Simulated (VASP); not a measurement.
Input of a VASP 6.6.1 run:

The input INCAR:

```
SYSTEM = W
PREC = Accurate
ENCUT = 520
EDIFF = 1E-7
ISMEAR = 1
SIGMA = 0.0779
LREAL = .FALSE.
LASPH = .TRUE.
NELM = 100
ALGO = Normal
ISIF = 2
LWAVE = .FALSE.
LCHARG = .TRUE.
GGA = PE
LELF = .TRUE.
LVHAR = .TRUE.
NBANDS = 21
```

File KPOINTS:

```
regular mesh
0
G
  7 14 14
  0 0 0
```

POSCAR

```
W
1.0
   -3.1976547800      3.1976547800      3.1976547800
    1.5988273900     -1.5988273900      1.5988273900
    1.5988273900      1.5988273900     -1.5988273900
W
2
Direct
    0.0000000000      0.0000000000      0.0000000000
    0.5000000000      0.0000000000      0.0000000000
```

Potentials or basis: VASP PAW PBE potentials, release 64 (W_sv).

The run is started by

```sh
$ cat potpaw_PBE.64/W_sv/POTCAR > POTCAR
$ mpirun -np 1 vasp_std > vasp.out
```

(1) What does it give for the band gap on the k mesh?

(2) Estimate the pressure.

Answers

(1) zero (band 14 reaches 13.23 eV, above the bottom of band 15 at 10.13 eV).

(2) -2.9 GPa.

Caveat: spin-orbit coupling is left out, which moves the levels of the heavy elements.
